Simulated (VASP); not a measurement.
# SnO2 in VASP: notebook, part 2 of 2

VASP 6.6.1. Earlier steps stand in the parts before.

**3. Single point, r2SCAN (strain +0.000 along x and y, -0.015 along z)**

POSCAR reads:

```
SnO2
1.0
    4.7598181121      0.0000000000      0.0000000000
    0.0000000000      4.7600576133      0.0000000000
    0.0000000000      0.0000000000      3.1527000968
Sn O
2 4
Direct
    0.5000000000      0.5000000000      0.5000000000
    0.0000000000      0.0000000000      0.0000000000
    0.3058623571      0.3059582263      0.0000000000
    0.8058623571      0.1940417737      0.5000000000
    0.1941376429      0.8059582263      0.5000000000
    0.6941376429      0.6940417737      0.0000000000
```

INCAR.step1 reads:

```
PREC = Accurate
ENCUT = 520
ISMEAR = 0
SIGMA = 0.05
LREAL = False
LASPH = True
NELM = 80
NBANDS = 35
GGA = PE
ALGO = Normal
EDIFF = 1E-4
LWAVE = True
LCHARG = False
```

INCAR.step2 reads:

```
PREC = Accurate
ENCUT = 520
EDIFF = 1E-7
ISMEAR = 0
SIGMA = 0.05
LREAL = False
LASPH = True
NELM = 80
ALGO = Normal
ISIF = 2
LWAVE = False
LCHARG = False
METAGGA = R2SCAN
LMIXTAU = True
NBANDS = 35
ISTART = 1
```

KPOINTS reads:

```
Automatic mesh
0
Gamma
  6 6 8
```

Potentials or basis: VASP PAW PBE potentials, release 64 (Sn_d, O).

Run with:

```console
cat potpaw_PBE.64/Sn_d/POTCAR potpaw_PBE.64/O/POTCAR > POTCAR
cp INCAR.step1 INCAR
mpirun -np 1 vasp_std > vasp.out
cp INCAR.step2 INCAR
mpirun -np 1 vasp_std > vasp.out
```

OUTCAR:

```text
PREC = Accurate
   ENCUT = 520
   EDIFF = 1E-7
   ISMEAR = 0
   LREAL = False
   LASPH = True
   NELM = 80
   ISIF = 2
   METAGGA = R2SCAN
   ISTART = 1

 ion  position               nearest neighbor table
   1  0.500  0.500  0.500-   3 2.05   6 2.05   3 2.05   6 2.05   5 2.06   4 2.06   2 3.72   2 3.72
                             2 3.72   2 3.72   2 3.72   2 3.72   2 3.72   2 3.72
   2  0.000  0.000  0.000-   4 2.05   5 2.05   4 2.05   5 2.05   3 2.06   6 2.06   1 3.72   1 3.72
                             1 3.72   1 3.72   1 3.72   1 3.72   1 3.72   1 3.72
   3  0.306  0.306  0.000-   1 2.05   1 2.05   2 2.06
   4  0.806  0.194  0.500-   2 2.05   2 2.05   1 2.06
   5  0.194  0.806  0.500-   2 2.05   2 2.05   1 2.06
   6  0.694  0.694  0.000-   1 2.05   1 2.05   2 2.06

  LATTYP: Found a simple orthorhombic cell.
 ALAT       =     3.1527000968
 B/A-ratio  =     1.5097592432
 C/A-ratio  =     1.5098352102

  Lattice vectors:

 A1 = (   0.0000000000,   0.0000000000,   3.1527000968)
 A2 = (   4.7598181121,   0.0000000000,   0.0000000000)
 A3 = (   0.0000000000,   4.7600576133,   0.0000000000)

Analysis of symmetry for initial positions (statically):
=====================================================================
[... 189 lines left out ...]

 k-point     1 :       0.0000    0.0000    0.0000
  band No.  band energies     occupation
      1     -16.0505      2.00000
      2     -15.1453      2.00000
      3     -14.7543      2.00000
      4     -14.7543      2.00000
      5     -14.7292      2.00000
      6     -14.6657      2.00000
[... 901 lines left out ...]
     34      18.9144      0.00000
     35      19.4307      0.00000

 [... further k-points ...]

------------------------ aborting loop because EDIFF is reached ----------------------------------------

  FORCE on cell =-STRESS in cart. coord.  units (eV):
  Direction    XX          YY          ZZ          XY          YZ          ZX
  --------------------------------------------------------------------------------------
  -------------------------------------------------------------------------------------
  Total        1.5390566      1.5389452      3.9536621      0.0000000      0.0000000      0.0000000
  in kB       34.5207283     34.5182289     88.6798406      0.0000000      0.0000000      0.0000000
  external PRESSURE =      52.5729326 kB  Pullay stress =       0.0000000 kB

 VOLUME and BASIS-vectors are now :
 -----------------------------------------------------------------------------
  energy-cutoff  :      520.00
  volume of cell :       71.43
      direct lattice vectors                 reciprocal lattice vectors
     4.759818112  0.000000000  0.000000000     0.210092062  0.000000000  0.000000000
     0.000000000  4.760057613  0.000000000     0.000000000  0.210081491  0.000000000
     0.000000000  0.000000000  3.152700097     0.000000000  0.000000000  0.317188432

 POSITION                                       TOTAL-FORCE (eV/Angst)
 -----------------------------------------------------------------------------------
      2.37991      2.38003      1.57635         0.000000     -0.000000      0.000000
      0.00000      0.00000      0.00000         0.000000     -0.000000      0.000000
      1.45585      1.45638      0.00000        -0.107313     -0.107493      0.000000
      3.83576      0.92365      1.57635        -0.107313      0.107493      0.000000
      0.92406      3.83641      1.57635         0.107313     -0.107493      0.000000
      3.30397      3.30368      0.00000         0.107313      0.107493      0.000000
 -----------------------------------------------------------------------------------
    total drift:                                0.000000      0.000000      0.000000

  FREE ENERGIE OF THE ION-ELECTRON SYSTEM (eV)
  ---------------------------------------------------
  free  energy   TOTEN  =       -84.5929265248 eV

  energy  without entropy=      -84.5929265248  energy(sigma->0) =      -84.59292652
```

OSZICAR.step1:

```text
N       E                     dE             d eps       ncg     rms          rms(c)
DAV:   1     0.641398831495E+03    0.64140E+03   -0.25590E+04  6159   0.234E+03
DAV:   2     0.585868357042E+02   -0.58281E+03   -0.54845E+03  6032   0.611E+02
DAV:   3    -0.382872764440E+02   -0.96874E+02   -0.94993E+02  6095   0.209E+02
DAV:   4    -0.432562768504E+02   -0.49690E+01   -0.49328E+01  7049   0.508E+01
DAV:   5    -0.433824596562E+02   -0.12618E+00   -0.12600E+00  7030   0.855E+00    0.162E+01
DAV:   6    -0.370443285723E+02    0.63381E+01   -0.17491E+01  8878   0.639E+01    0.631E+00
DAV:   7    -0.371639489775E+02   -0.11962E+00   -0.20557E+00  6568   0.796E+00    0.324E+00
DAV:   8    -0.371427113880E+02    0.21238E-01   -0.15900E-01  8083   0.426E+00    0.759E-01
DAV:   9    -0.371360642554E+02    0.66471E-02   -0.33985E-02  9196   0.303E+00    0.131E-01
DAV:  10    -0.371367009497E+02   -0.63669E-03   -0.37711E-03  6844   0.454E-01    0.597E-02
DAV:  11    -0.371368243173E+02   -0.12337E-03   -0.18199E-04  5504   0.104E-01    0.124E-02
DAV:  12    -0.371368245135E+02   -0.19618E-06   -0.22531E-05  3558   0.446E-02
   1 F= -.37136825E+02 E0= -.37136825E+02  d E =-.238384E-14
```

It took 13 min on 1 thread of Oxide Virtual Turin-like, shared host; peak memory 0.25 GiB.

What came out:

| Quantity | Value |
| --- | --- |
| Free energy | -84.5929 eV |
| Pressure | 5.3 GPa |
| Largest force | 0.152 eV/Å |
| Band gap on the k mesh | 2.03 eV, direct |

Forces on the atoms (eV/Å):
```
Sn   0.000  0.000  0.000
Sn   0.000  0.000  0.000
O   -0.107 -0.107  0.000
O   -0.107  0.107  0.000
O    0.107 -0.107  0.000
O    0.107  0.107  0.000
```

Caveat: the cell differs from its parent crystal (strain +0.000 along x and y, -0.015 along z); the PAW data sets were made with another functional, which shifts forces and pressure a little; spin-orbit coupling is left out, which moves the levels of the heavy elements.

**4. Single point, r2SCAN (strain -0.015 along x and y, +0.030 along z)**

Changes to POSCAR since step 3:

```diff
@@ -2,5 +2,5 @@
 1.0
-    4.7598181121      0.0000000000      0.0000000000
-    0.0000000000      4.7600576133      0.0000000000
-    0.0000000000      0.0000000000      3.1527000968
+    4.6884208404      0.0000000000      0.0000000000
+    0.0000000000      4.6886567491      0.0000000000
+    0.0000000000      0.0000000000      3.2967320809
 Sn O
```

INCAR.step1 reads:

```
SYSTEM = SnO2
PREC = Accurate
ENCUT = 520
ISMEAR = 0
SIGMA = 0.05
LREAL = .False.
LASPH = .True.
NELM = 80
NBANDS = 35
GGA = PE
ALGO = Normal
EDIFF = 1E-4
LWAVE = .True.
LCHARG = .False.
```

INCAR.step2 reads:

```
SYSTEM = SnO2
PREC = Accurate
ENCUT = 520
EDIFF = 1E-7
ISMEAR = 0
SIGMA = 0.05
LREAL = .False.
LASPH = .True.
NELM = 80
ALGO = Normal
ISIF = 2
LWAVE = .False.
LCHARG = .False.
METAGGA = R2SCAN
LMIXTAU = .True.
NBANDS = 35
ISTART = 1
```

KPOINTS reads:

```
Automatic mesh
0
Gamma
  6 6 8
  0 0 0
```

Run with:

```console
cat potpaw_PBE.64/Sn_d/POTCAR potpaw_PBE.64/O/POTCAR > POTCAR
cp INCAR.step1 INCAR
mpirun -np 1 vasp_std > vasp.out
cp INCAR.step2 INCAR
mpirun -np 1 vasp_std > vasp.out
```

It took 16 min on 1 thread of Oxide Virtual Turin-like, shared host; peak memory 0.27 GiB.

Results (log left out):

```
Free energy            : -84.5658 eV
Pressure               : -0.2 GPa
Largest force          : 0.139 eV/Å
Band gap on the k mesh : 1.67 eV, direct
```

Forces in eV/Å, atoms in the order of the input:
```
Sn   0.000  0.000  0.000
Sn   0.000  0.000  0.000
O    0.099  0.098  0.000
O    0.099 -0.098  0.000
O   -0.099  0.098  0.000
O   -0.099 -0.098  0.000
```

Stress tensor (GPa, compression positive):
```
 3.01  0.00  0.00
 0.00  3.01  0.00
 0.00  0.00 -6.74
```

Levels at points of the mesh, in eV from the valence-band top:
```
           k point  band 24  band 25  band 26  band 27  band 28  band 29
(0.00, 0.00, 0.00)    -0.71    -0.71     0.00     1.67     6.41     6.74
(0.50, 0.00, 0.00)    -1.24    -0.58    -0.58     4.96     4.96     7.49
(0.00, 0.50, 0.00)    -1.24    -0.58    -0.58     4.96     4.96     7.49
(0.50, 0.50, 0.00)    -1.40    -0.82    -0.82     5.30     5.30     8.02
(0.00, 0.00, 0.50)    -1.68    -1.24    -1.24     6.80     6.80    10.64
(0.50, 0.00, 0.50)    -1.05    -0.58    -0.58     7.14     7.14     9.07
(0.00, 0.50, 0.50)    -1.05    -0.58    -0.58     7.14     7.14     9.07
(0.50, 0.50, 0.50)    -0.89    -0.77    -0.77     5.55     5.55     9.69
```

Caveat: the cell differs from its parent crystal (strain -0.015 along x and y, +0.030 along z); the PAW data sets were made with another functional, which shifts forces and pressure a little; spin-orbit coupling is left out, which moves the levels of the heavy elements.

**5. Summary**

```csv
cell,gap on the mesh (eV),pressure (GPa),largest force (eV/Å)
"a = 4.688, b = 4.689, c = 3.201 Å, 6 atoms",2.12,7.6,0.06
"a = 4.760, b = 4.760, c = 3.153 Å, 6 atoms",2.03,5.3,0.15
"a = 4.688, b = 4.689, c = 3.297 Å, 6 atoms",1.67,-0.2,0.14
```

Alike in all rows: task single point; level r2SCAN; potentials or basis VASP PAW PBE potentials, release 64 (Sn_d, O); no spin polarisation; k mesh 6 × 6 × 8; cutoff (eV) 520; smearing gaussian 0.05 eV.

Caveats: the PAW data sets were made with another functional, which shifts forces and pressure a little; spin-orbit coupling is left out, which moves the levels of the heavy elements.

Absolute energies hang on the potentials; compare differences alone.
